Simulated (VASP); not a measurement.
Set up this calculation in VASP 6.6.1, as the native input.

| Property | Result |
| --- | --- |
| Task | single point |
| Functional | PBE |
| Potentials or basis | VASP PAW PBE potentials, release 64 (Cd, Se) |
| Cutoff | 520 eV |
| k mesh | 10 × 10 × 10 |
| Occupations | gaussian, width 0.05 eV |
| Spin | no spin polarisation |
| Dipole correction | no |
| Further INCAR settings | ALGO = Normal; EDIFF = 1e-06; NBANDS = 16 |

The structure of CdSe lies in POSCAR:

```
CdSe
1.0
   -0.1135568978      3.4082561409      3.0984146735
    3.0984146735     -0.1135568978      3.0984146735
    2.9848577757      3.2946992431      0.0000000000
Cd Se
1 1
Direct
    0.0000000000      0.0000000000      0.0000000000
    0.7500000000      0.7500000000      0.7500000000
```

This cell differs from its parent crystal: engineering shear strain xz -0.0733, normal strain along z +0.1000.

These files were run (other wordings do the same):

INCAR

```
PREC = Accurate
ENCUT = 520
EDIFF = 1E-6
ISMEAR = 0
SIGMA = 0.05
LREAL = False
LASPH = True
NELM = 60
ALGO = Normal
ISIF = 2
LWAVE = False
LCHARG = False
GGA = PE
NBANDS = 16
```

KPOINTS

```
regular mesh
0
Gamma
  10 10 10
```

Potentials or basis: VASP PAW PBE potentials, release 64 (Cd, Se).

The run is started by

```sh
$ cat potpaw_PBE.64/Cd/POTCAR potpaw_PBE.64/Se/POTCAR > POTCAR
$ mpirun -np 1 vasp_std > vasp.out
```

Results of the run:

```
Pressure               : -3.1 GPa
Largest force          : 0.154 eV/Å
Band gap on the k mesh : 0.26 eV
```

Caveat: the cell differs from its parent crystal (engineering shear strain xz -0.0733, normal strain along z +0.1000); the cell stands under tension; semilocal functionals underestimate gaps, and a narrow one can read as zero.

Wall time 5.8 min on 1 thread of Intel Xeon 8259CL, on a shared host, peak memory 0.45 GiB.
